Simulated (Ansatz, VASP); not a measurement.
HfO2 in VASP and in Ansatz

```
Hf O
1.0
     5.14717    0.00000    0.00000
     0.00000    5.23283    0.00000
     0.00000    0.00000    4.95524
Hf O
4 8
Direct
  0.22259 0.78180 0.27207
  0.72259 0.71820 0.72793
  0.77741 0.21820 0.27207
  0.27741 0.28180 0.72793
  0.18682 0.16365 0.10453
  0.68682 0.33635 0.89547
  0.81318 0.83635 0.10453
  0.31318 0.66365 0.89547
  0.00000 0.50000 0.48905
  0.50000 0.00000 0.51095
  0.00000 0.00000 0.57562
  0.50000 0.50000 0.42438
```

Alike in both runs: task single point; functional PBE; k mesh 5 × 5 × 6; occupations fermi-dirac, width 0.05 eV; no spin polarisation.

|  | VASP | Ansatz |
| --- | --- | --- |
| version | VASP 6.6.1 | Ansatz 0.2.0 |
| potentials or method | VASP PAW PBE potentials, release 64 (Hf_pv, O) | Ansatz PAW |
| plane-wave cutoff (eV) | 520 | 420 |
| valence electrons in the cell | 88 | 152 |

```tsv
	VASP	Ansatz	Ansatz less VASP
gap on the k mesh at the Fermi level (eV)	3.71	3.75	+0.037
least direct gap on the mesh (eV)	3.71	3.75	+0.037
pressure (GPa)	-3.6	-0.4	+3.16
traceless stress, the component that is largest in VASP (GPa)	0.69	0.49	-0.203
rms of the force components (eV/Å)	0.075	0.053	-0.0228
```

Atom by atom the forces differ by 0.039 eV/Å (rms over components). VASP's potentials hold 88 valence electrons a cell and Ansatz's 152, so a difference there can come from the potentials and not from the codes.

Neither program's run includes spin-orbit coupling. Noted on Ansatz's run: odd divisions of the mesh miss points on the zone boundary, where band edges often lie, so the gap on the mesh can be too wide.
